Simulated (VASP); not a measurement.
The system is Ge.

```
Ge
1.0
     1.48805   -2.59469    0.00000
     1.48805    2.59469    0.00000
     0.00000    0.00000    4.72760
Ge
2
Direct
  0.33345 0.66655 0.25000
  0.66655 0.33345 0.75000
```

This isn't the form of Ge at room conditions, which is diamond.

- Program: VASP 6.6.1
- Task: relaxation of cell and atoms
- Functional: BLYP
- Dispersion: D4
- Potentials or basis: VASP PAW PBE potentials, release 64 (Ge_d)
- Cutoff: 600 eV
- k mesh: 10 × 10 × 6
- Occupations: fermi-dirac, width 0.05 eV
- Spin: no spin polarisation

At the start: pressure 5.0 GPa; volume 18.25 Å³/atom.

Problem. Where does the relaxation end?

Solution. Over 19 steps the energy falls by 163.8 meV/atom and the volume is 20.94 Å³/atom (+14.7 %); space group P6_3/mmc (No. 194, to 0.1 Å) before and after.

The path:
```
step  energy change (eV)  largest force (eV/Å)  pressure (GPa)  volume (Å³)
   1              0.0000                0.0007            5.00        36.51
   2             -0.0429                0.0015            0.40        39.59
   3             -0.0457                0.0008            2.74        39.96
   4             -0.1243                0.0111           41.15        40.68
   5             -0.3245                0.0036           -2.39        42.17
   6             -0.3262                0.0032           -1.82        42.05
   7             -0.3251                0.0007            4.01        41.71
   8             -0.3271                0.0026           -0.73        41.93
   9             -0.3269                0.0018            1.27        41.82
  10             -0.3245                0.0025           -2.62        42.16
  11             -0.3272                0.0027           -0.13        41.89
  12             -0.3272                0.0024           -0.03        41.89
  13             -0.3274                0.0020            0.05        41.87
  14             -0.3275                0.0019            0.38        41.85
  15             -0.3275                0.0017           -0.11        41.88
  16             -0.3275                0.0023            0.08        41.88
  17             -0.3275                0.0021            0.07        41.88
  18             -0.3275                0.0021            0.04        41.88
  19             -0.3275                0.0018           -0.02        41.88
```

Final structure:
```
Ge
1.0
     1.54256   -2.68596    0.00000
     1.54256    2.68596    0.00000
     0.00000    0.00000    5.05425
Ge
2
Direct
  0.33337 0.66663 0.25000
  0.66663 0.33337 0.75000
```

Caveat: the PAW data sets were made with another functional, which shifts forces and pressure a little.
